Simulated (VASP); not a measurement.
A run of VASP 6.6.1:

INCAR

```
SYSTEM = Al4Co4H
ALGO = Fast ; DIPOL = 0.5 0.5 0.477
EDIFF = 1E-7 ; EDIFFG = -0.03
ENCUT = 520 ; GGA = PS
IBRION = 2 ; IDIPOL = 3
ISIF = 2 ; ISMEAR = 0
KPAR = 4 ; LASPH = .TRUE.
LCHARG = .FALSE. ; LDIPOL = .TRUE.
LREAL = .FALSE. ; LWAVE = .FALSE.
NELM = 100 ; NSW = 90
PREC = Accurate ; SIGMA = 0.1
```

File KPOINTS:

```
k-points
0
G
  10 7 1
  0 0 0
```

Contents of POSCAR:

```
Al4Co4H
1.0
    2.8225855360      0.0000000000      0.0000000000
    0.0000000000      3.9917387460      0.0000000000
    0.0000000000      0.0000000000     24.9876081190
Al Co H
4 4 1
Selective dynamics
Direct
    0.0000000000      0.5000000000      0.3401686131  F F F
    0.0000000000      0.0000000000      0.4200429798  F F F
    0.0000000000      0.5000000000      0.4998635796  T T T
    0.0000000000      0.0000000000      0.5836987154  T T T
    0.5000000000      0.0000000000      0.3401686131  F F F
    0.5000000000      0.5000000000      0.4200429798  F F F
    0.5000000000      0.0000000000      0.4991833069  T T T
    0.5000000000      0.5000000000      0.5762740570  T T T
    0.5000000000      0.1666666667      0.6101118077  T T T
```

Potentials or basis: VASP PAW PBE potentials, release 64 (Al, Co, H).

Launch:

```bash
$ cat potpaw_PBE.64/Al/POTCAR potpaw_PBE.64/Co/POTCAR potpaw_PBE.64/H/POTCAR > POTCAR
$ mpirun -np 4 vasp_std > vasp.out
```

Hardware: 4 MPI ranks on Oxide Virtual Turin-like Processor, with other jobs on the host.

Problem. How long does it take, and how much memory?

Solution. Run time: 42 min on 4 MPI ranks on Oxide Virtual Turin-like Processor, on a shared host, peak memory 0.49 GiB a rank. Counts: scf iterations 455, k points 24, ion steps 28.
